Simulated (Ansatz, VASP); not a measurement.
Two plane-wave programs on Ta3H

```
Ta H
1.0
     4.60022    0.00000    0.00000
    -2.30011    3.98391    0.00000
     0.00000    0.00000   22.40177
Ta H
6 2
Direct
  0.66667 0.33333 0.17856
  0.33333 0.66667 0.22047
  0.00000 0.00000 0.26239
  0.66667 0.33333 0.30168
  0.33333 0.66667 0.33854
  0.00000 0.00000 0.37505
  0.25182 0.66667 0.40942
  0.41485 0.66667 0.40942
```

Alike in both runs: task single point; functional LDA; k mesh 6 × 6 × 1; occupations gaussian, width 0.1 eV; no spin polarisation.

|  | VASP | Ansatz |
| --- | --- | --- |
| version | VASP 6.6.1 | Ansatz 0.2.0 |
| potentials or method | VASP PAW LDA potentials, release 64 (Ta_pv, H), cutoff 520 eV | scalar-relativistic, plane waves, PAW |
| valence electrons in the cell | 68 | 80 |

```tsv
	VASP	Ansatz	Ansatz less VASP
gap on the k mesh at the Fermi level (eV)	none	none	-
rms of the force components (eV/Å)	2.119	2.109	-0.0101
```

Ansatz warns that its potentials were made for another functional, while VASP's fit it. LDA's correlation is that of Perdew and Zunger in VASP and of Perdew and Wang (1992) in Ansatz. Atom by atom the forces differ by 0.027 eV/Å (rms over components). A gap of «none» marks a metal or a gap that the smearing closes. VASP's potentials hold 68 valence electrons a cell and Ansatz's 80, so a difference there can come from the potentials and not from the codes.

Neither program's run includes spin-orbit coupling.
